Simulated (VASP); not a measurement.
A run of VASP 6.6.1:

Contents of POSCAR:

```
LiH
1.0
    0.0000000000      2.0023272762      1.9923156398
    2.0023272762      0.0000000000      1.9923156398
    2.0023272762      2.0023272762      0.0000000000
Li H
1 1
Direct
    0.0000000000      0.0000000000      0.0000000000
    0.5000000000      0.5000000000      0.5000000000
```

File INCAR.step1:

```
ALGO = Normal ; EDIFF = 1E-5
ENCUT = 830 ; GGA = PE
GGA_COMPAT = F ; ISMEAR = 0
LASPH = T ; LCHARG = F
LREAL = F ; LWAVE = T
NBANDS = 9 ; NELM = 120
PREC = Accurate ; SIGMA = 0.01
```

INCAR.step2

```
ALGO = Normal ; EDIFF = 1E-6
ENCUT = 830 ; GGA_COMPAT = F
ISIF = 2 ; ISMEAR = 0
ISTART = 1 ; LASPH = T
LCHARG = F ; LMIXTAU = T
LREAL = F ; LWAVE = F
METAGGA = R2SCAN ; NBANDS = 9
NELM = 120 ; PREC = Accurate
SIGMA = 0.01
```

The input KPOINTS:

```
k-points
0
Gamma
  10 10 10
```

Potentials or basis: VASP PAW PBE potentials, release 64 (Li_sv, H).

Launch:

```console
$ cat potpaw_PBE.64/Li_sv/POTCAR potpaw_PBE.64/H/POTCAR > POTCAR
$ cp INCAR.step1 INCAR
$ mpirun -np 1 vasp_std > vasp.out
$ cp INCAR.step2 INCAR
$ mpirun -np 1 vasp_std > vasp.out
```

Hardware: 1 thread of Intel(R) Xeon(R) 6975P-C (Granite Rapids), on a shared host.

Problem. How long does it take, and how much memory?

Solution. Run time: 50 s on 1 thread of Intel(R) Xeon(R) 6975P-C (Granite Rapids), with other jobs on the host, peak memory 0.17 GiB. Counts: k points 102.
